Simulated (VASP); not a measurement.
# TiC (Fm-3m) in VASP: a series of runs

The runs below take TiC through single point, with PBEsol.

All numbers are computed with VASP 6.6.1; they aren't measurements. Logs are shortened: lines on timing, memory, paths and dates and some standing lists are left out, and cuts for length are marked.

## (1) The cell of the first run

It takes space group Fm-3m (No. 225, cubic). Conventional cell: a = 4.138 Å, b = 4.138 Å, c = 4.138 Å, α = 90.00°, β = 90.00°, γ = 90.00°. Within 2.7 Å of Ti (site symmetry m-3m) lie 6 C at 2.07 Å. C (site symmetry m-3m) has 6 Ti at 2.07 Å within 2.7 Å.

## (2) Single point, PBEsol

Contents of INCAR:

```
  ALGO = Normal
  EDIFF = 1E-6
  ENCUT = 600
  GGA = PS
  GGA_COMPAT = F
  ISIF = 2
  ISMEAR = -1
  LASPH = T
  LCHARG = F
  LREAL = F
  LWAVE = F
  NBANDS = 15
  NELM = 120
  PREC = Accurate
  SIGMA = 0.15
```

Contents of KPOINTS:

```
k-points
0
Gamma
  11 11 11
```

Contents of POSCAR:

```
TiC
1.0
    0.0000000000      2.0692225795      2.0692225795
    2.0692225795      0.0000000000      2.0692225795
    2.0692225795      2.0692225795      0.0000000000
Ti C
1 1
Direct
    0.0000000000      0.0000000000      0.0000000000
    0.5000000000      0.5000000000      0.5000000000
```

Potentials or basis: VASP PAW PBE potentials, release 64 (Ti_sv, C).

Started as:

```
$ cat potpaw_PBE.64/Ti_sv/POTCAR potpaw_PBE.64/C/POTCAR > POTCAR
$ mpirun -np 1 vasp_std > vasp.out
```

OUTCAR:

```text
EDIFF = 1E-6
   ENCUT = 600
   GGA = PS
   ISIF = 2
   ISMEAR = -1
   LASPH = T
   LREAL = F
   NELM = 120
   PREC = Accurate

 ion  position               nearest neighbor table
   1  0.000  0.000  0.000-   2 2.07   2 2.07   2 2.07   2 2.07   2 2.07   2 2.07
   2  0.500  0.500  0.500-   1 2.07   1 2.07   1 2.07   1 2.07   1 2.07   1 2.07

  LATTYP: Found a face centered cubic cell.
 ALAT       =     4.1384451590

  Lattice vectors:

 A1 = (   0.0000000000,   2.0692225795,   2.0692225795)
 A2 = (   2.0692225795,   0.0000000000,   2.0692225795)
 A3 = (   2.0692225795,   2.0692225795,   0.0000000000)

Analysis of symmetry for initial positions (statically):
=====================================================================
 Subroutine PRICEL returns:
 Original cell was already a primitive cell.

 Routine SETGRP: Setting up the symmetry group for a
 face centered cubic supercell.

 Subroutine GETGRP returns: Found 48 space group operations
 (whereof 48 operations were pure point group operations)
 out of a pool of 48 trial point group operations.

The static configuration has the point symmetry O_h .

Analysis of symmetry for dynamics (positions and initial velocities):
=====================================================================
 Subroutine PRICEL returns:
 Original cell was already a primitive cell.

 Routine SETGRP: Setting up the symmetry group for a
 face centered cubic supercell.

 Subroutine GETGRP returns: Found 48 space group operations
 (whereof 48 operations were pure point group operations)
 out of a pool of 48 trial point group operations.

The dynamic configuration has the point symmetry O_h .

 Subroutine INISYM returns: Found 48 space group operations
 (whereof 48 operations are pure point group operations),
 and found     1 'primitive' translations

----------------------------------------------------------------------------------------

                                     Primitive cell

  volume of cell :      17.7195

  direct lattice vectors                    reciprocal lattice vectors
     0.000000000  2.069222579  2.069222579    -0.241636644  0.241636644  0.241636644
     2.069222579  0.000000000  2.069222579     0.241636644 -0.241636644  0.241636644
     2.069222579  2.069222579  0.000000000     0.241636644  0.241636644 -0.241636644

  length of vectors
     2.926322635  2.926322635  2.926322635     0.418526945  0.418526945  0.418526945

  position of ions in fractional coordinates (direct lattice)
     0.000000000  0.000000000  0.000000000
     0.500000000  0.500000000  0.500000000

  ion indices of the primitive-cell ions
   primitive index   ion index
                 1           1
                 2           2

----------------------------------------------------------------------------------------

 KPOINTS: k-points

Automatic generation of k-mesh.
 Grid dimensions read from file:
 generate k-points for:   11   11   11

 Generating k-lattice:

  Cartesian coordinates                     Fractional coordinates (reciprocal lattice)
    -0.021966968  0.021966968  0.021966968     0.090909091  0.000000000  0.000000000
     0.021966968 -0.021966968  0.021966968     0.000000000  0.090909091  0.000000000
     0.021966968  0.021966968 -0.021966968     0.000000000  0.000000000  0.090909091

  Length of vectors
     0.038047904  0.038047904  0.038047904

  Shift w.r.t. Gamma in fractional coordinates (k-lattice)
     0.000000000  0.000000000  0.000000000

 Subroutine IBZKPT returns following result:
 ===========================================

 Found     56 irreducible k-points:

 Following reciprocal coordinates:
            Coordinates               Weight
  0.000000  0.000000  0.000000      1.000000
  0.090909  0.000000  0.000000      8.000000
  0.181818  0.000000  0.000000      8.000000
  0.272727  0.000000  0.000000      8.000000
  0.363636  0.000000  0.000000      8.000000
  0.454545  0.000000  0.000000      8.000000
[... 16 lines left out ...]
 -0.272727  0.181818  0.000000     24.000000
 -0.181818  0.181818  0.000000     12.000000
 [... further k-points ...]
   k-points           NKPTS =     56   k-points in BZ     NKDIM =     56   number of bands    NBANDS=     15
   number of dos      NEDOS =    301   number of ions     NIONS =      2
   total plane-waves  NPLWV =  13824
   dimension x,y,z NGX =    24 NGY =   24 NGZ =   24
   dimension x,y,z NGXF=    48 NGYF=   48 NGZF=   48
   ions per type =               1   1
   NGX,Y,Z   is equivalent  to a cutoff of  13.63, 13.63, 13.63 a.u.
   NGXF,Y,Z  is equivalent  to a cutoff of  27.27, 27.27, 27.27 a.u.
 SYSTEM =  unknown system
   PREC   = accura    normal or accurate (medium, high low for compatibility)
   ISTART =      0    job   : 0-new  1-cont  2-samecut
   ICHARG =      2    charge: 1-file 2-atom 10-const
   ISPIN  =      1    spin polarized calculation?
   LNONCOLLINEAR =      F non collinear calculations
   LSORBIT =      F    spin-orbit coupling
   LASPH  =      T    aspherical Exc in radial PAW
   ENCUT  =  600.0 eV  44.10 Ry    6.64 a.u.   5.84  5.84  5.84*2*pi/ulx,y,z
   NELM   =    120;   NELMIN=  2; NELMDL= -5     # of ELM steps
   EDIFF  = 0.1E-05   stopping-criterion for ELM
   LREAL  =      F    real-space projection
[... 7 lines left out ...]
   TEBEG  =    0.0;   TEEND  =   0.0 temperature during run
   PSTRESS=    0.0 pullay stress
   NELECT =      16.0000    total number of electrons
   NUPDOWN=      -1.0000    fix difference up-down
   EMIN   =  10.00;   EMAX   =-10.00  energy-range for DOS
   EFERMI =   0.00;   METHOD = LEGACY
   ISMEAR =    -1;   SIGMA  =   0.15  broadening in eV -4-tet -1-fermi 0-gaus
   EFERMI_NEDOS =   21; number of points for ismear=-14 and -15
   IALGO  =     38    algorithm
   IMIX   =      4    mixing-type and parameters
     AMIX     =   0.40;   BMIX     =  1.00
     AMIX_MAG =   1.60;   BMIX_MAG =  1.00
  volume/ion in A,a.u.               =       8.86        59.79
  Fermi-wavevector in a.u.,A,eV,Ry     =   1.582332  2.990174 34.065922  2.503775
  Thomas-Fermi vector in A             =   2.682271
   LORBIT       =      0    0 simple, 1 ext, 2 COOP (PROOUT), +10 PAW based schemes
   GGA     = PS    functional components
   LHFCALC =     F    Hartree Fock is set to
   AEXX    =    0.0000 exact exchange contribution
   IVDW    =     0    specifies the selected vdW correction
   LEPSILON=     F    determine dielectric tensor
   LRPA    =     F    only Hartree local field effects (RPA)
 non-spin polarized calculation
  energy-cutoff  :      600.00
  volume of cell :       17.72
 maximum number of plane-waves:       609
   NGX = 11   NGY = 11   NGZ = 11

 number of electron      16.0000000 magnetization

 Free energy of the ion-electron system (eV)
  ---------------------------------------------------
  ext. energy  EPLUGINS =         0.00000000
  ---------------------------------------------------
  free energy    TOTEN  =       -19.59340322 eV

  energy without entropy =      -19.57100428  energy(sigma->0) =      -19.58220375

 E-fermi :  10.9952     XC(G=0): -13.5842

 val. band max:       10.7797273412   @ k =   0.0909   0.0000   0.0000
 cond. band min:      11.0606597759   @ k =   0.4545   0.4545   0.0000
 fundamental gap:      0.2809324347
 Fermi energy:        10.9952027732

 k-point     1 :       0.0000    0.0000    0.0000
  band No.  band energies     occupation
      1     -44.9512      2.00000
      2     -20.9798      2.00000
      3     -20.9798      2.00000
      4     -20.9798      2.00000
      5      -2.0002      2.00000
      6      11.6827      0.02024
      7      11.6827      0.02024
      8      11.6827      0.02024
      9      12.8729      0.00001
     10      12.8729      0.00001
     11      12.8729      0.00001
     12      13.0114      0.00000
     13      13.0114      0.00000
     14      23.5956      0.00000
     15      25.4594      0.00000

 k-point     2 :       0.0909    0.0000    0.0000
  band No.  band energies     occupation
      1     -44.9404      2.00000
      2     -21.0497      2.00000
      3     -20.9857      2.00000
      4     -20.9857      2.00000
      5      -1.7761      2.00000
      6      10.7797      1.61583
      7      11.1188      0.60975
      8      11.1188      0.60975
      9      12.1035      0.00124
     10      12.1035      0.00124
     11      13.3559      0.00000
     12      14.6792      0.00000
     13      14.6792      0.00000
     14      23.8864      0.00000
     15      25.6736      0.00000

 k-point     3 :       0.1818    0.0000    0.0000
  band No.  band energies     occupation
      1     -44.9113      2.00000
      2     -21.2339      2.00000
      3     -21.0018      2.00000
      4     -21.0018      2.00000
      5      -1.1388      2.00000
      6       9.2196      1.99999
      7       9.8222      1.99920
      8       9.8222      1.99920
      9      12.5156      0.00008
     10      12.5156      0.00008
     11      13.9058      0.00000
     12      16.5046      0.00000
     13      16.5046      0.00000
     14      24.1926      0.00000
     15      26.1259      0.00000
[... 343 lines left out ...]
 k-point    23 :      -0.2727    0.1818    0.0000
  band No.  band energies     occupation
      1     -44.8274      2.00000
      2     -21.5748      2.00000
      3     -21.2228      2.00000
      4     -21.0379      2.00000
      5       0.9104      2.00000
      6       6.2807      2.00000
      7       8.0523      2.00000
      8       8.1776      2.00000
      9      13.3137      0.00000
     10      14.5483      0.00000
     11      15.4566      0.00000
     12      17.1631      0.00000
     13      20.3163      0.00000
     14      23.2223      0.00000
     15      25.8777      0.00000

 k-point    24 :      -0.1818    0.1818    0.0000
  band No.  band energies     occupation
      1     -44.8601      2.00000
      2     -21.4400      2.00000
      3     -21.1582      2.00000
      4     -21.0086      2.00000
      5       0.0419      2.00000
      6       7.3744      2.00000
      7       8.4643      2.00000
      8       8.7478      2.00000
      9      12.7294      0.00002
     10      14.1574      0.00000
     11      15.1172      0.00000
     12      16.2713      0.00000
     13      19.5008      0.00000
     14      24.3041      0.00000
     15      25.6729      0.00000

 [... further k-points ...]
[... 5 lines left out ...]
  --------------------------------------------------------------------------------------
  -------------------------------------------------------------------------------------
  Total        4.0632609      4.0632609      4.0632609     -0.0000000      0.0000000      0.0000000
  in kB      367.3953599    367.3953599    367.3953599     -0.0000000      0.0000000      0.0000000
  external PRESSURE =     367.3953599 kB  Pullay stress =       0.0000000 kB

 VOLUME and BASIS-vectors are now :
 -----------------------------------------------------------------------------
  energy-cutoff  :      600.00
  volume of cell :       17.72
      direct lattice vectors                 reciprocal lattice vectors
     0.000000000  2.069222579  2.069222579    -0.241636644  0.241636644  0.241636644
     2.069222579  0.000000000  2.069222579     0.241636644 -0.241636644  0.241636644
     2.069222579  2.069222579  0.000000000     0.241636644  0.241636644 -0.241636644

 POSITION                                       TOTAL-FORCE (eV/Angst)
 -----------------------------------------------------------------------------------
      0.00000      0.00000      0.00000        -0.000000      0.000000      0.000000
      2.06922      2.06922      2.06922         0.000000      0.000000      0.000000
 -----------------------------------------------------------------------------------
    total drift:                                0.000000     -0.000000     -0.000000

  FREE ENERGIE OF THE ION-ELECTRON SYSTEM (eV)
  ---------------------------------------------------
  free  energy   TOTEN  =       -19.5934032223 eV

  energy  without entropy=      -19.5710042844  energy(sigma->0) =      -19.58220375
```

It took 16 s on 1 thread of Intel Xeon Platinum 8488C (Sapphire Rapids), shared host; peak memory 0.14 GiB.

What came out:

| Quantity | Value |
| --- | --- |
| Free energy | -19.5934 eV |
| Pressure | 36.7 GPa |
| Band gap on the k mesh | zero (band 8 reaches 11.68 eV, above the bottom of band 9 at 10.56 eV) |

Caveat: the PAW data sets were made with another functional, which shifts forces and pressure a little.

[end of part 1 of 2]
